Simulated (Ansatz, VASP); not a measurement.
**BaHfO3 in VASP and in Ansatz**

The input INCAR:

```
PREC = Accurate
ENCUT = 520
EDIFF = 1E-6
ISMEAR = 1
SIGMA = 0.001
LREAL = F
LASPH = T
NELM = 60
ALGO = Normal
ISIF = 2
LWAVE = F
LCHARG = T
GGA = PE
LELF = T
LVHAR = T
NBANDS = 27
```

KPOINTS

```
regular mesh
0
Gamma
  4 4 4
```

Contents of POSCAR:

```
BaHfO3
1.0
    4.1770517754      0.0000000000      0.0000000000
    0.0000000000      4.1770517754      0.0000000000
    0.0000000000      0.0000000000      4.1770487585
Ba Hf O
1 1 3
Direct
    0.5000000000      0.5000000000      0.9979971537
    0.0000000000      0.0000000000      0.4979944541
    0.0000000000      0.5000000000      0.4980131360
    0.5000000000      0.0000000000      0.4980131360
    0.0000000000      0.0000000000      0.9980039101
```

Input for Ansatz:

```yaml
crystal:
  lattice:
    - [4.1770517754, 0.0, 0.0]
    - [0.0, 4.1770517754, 0.0]
    - [0.0, 0.0, 4.1770487585]
  atoms:
    - { symbol: Ba, position: [0.5, 0.5, 0.9979971537] }
    - { symbol: Hf, position: [0.0, 0.0, 0.4979944541] }
    - { symbol: O, position: [0.0, 0.5, 0.498013136] }
    - { symbol: O, position: [0.5, 0.0, 0.498013136] }
    - { symbol: O, position: [0.0, 0.0, 0.9980039101] }
kpoints:
  mp_grid: { grid: [4, 4, 4] }
hamiltonian:
  xc: pbe
scf:
  occupations: { method: cold, width: 0.001 }
  n_extra_bands: 5
output:
  forces: true
  stress: true
  eigenvalues: true
```

Alike in both runs: task single point; functional PBE; k mesh 4 × 4 × 4; no spin polarisation.

```csv
,VASP,Ansatz
version,VASP 6.6.1,Ansatz 0.2.0
potentials or method,"VASP PAW PBE potentials, release 64 (Ba_sv, Hf_pv, O)",plane waves
plane-wave cutoff (eV),520,420
occupations,"methfessel-paxton of order 1, width 0.001 eV","cold, width 0.001 eV"
valence electrons in the cell,38,54
```

VASP gave:

* gap on the k mesh at the Fermi level (eV): 3.57
* pressure (GPa): 2.9

Question: Estimate Ansatz's values.

Answer: gap on the k mesh at the Fermi level (eV): 3.66; pressure (GPa): 3.4.

VASP's potentials hold 38 valence electrons a cell and Ansatz's 54, so a difference there can come from the potentials and not from the codes. Ansatz's warnings: structure snapped to symmetry.

Spin-orbit coupling is off throughout.
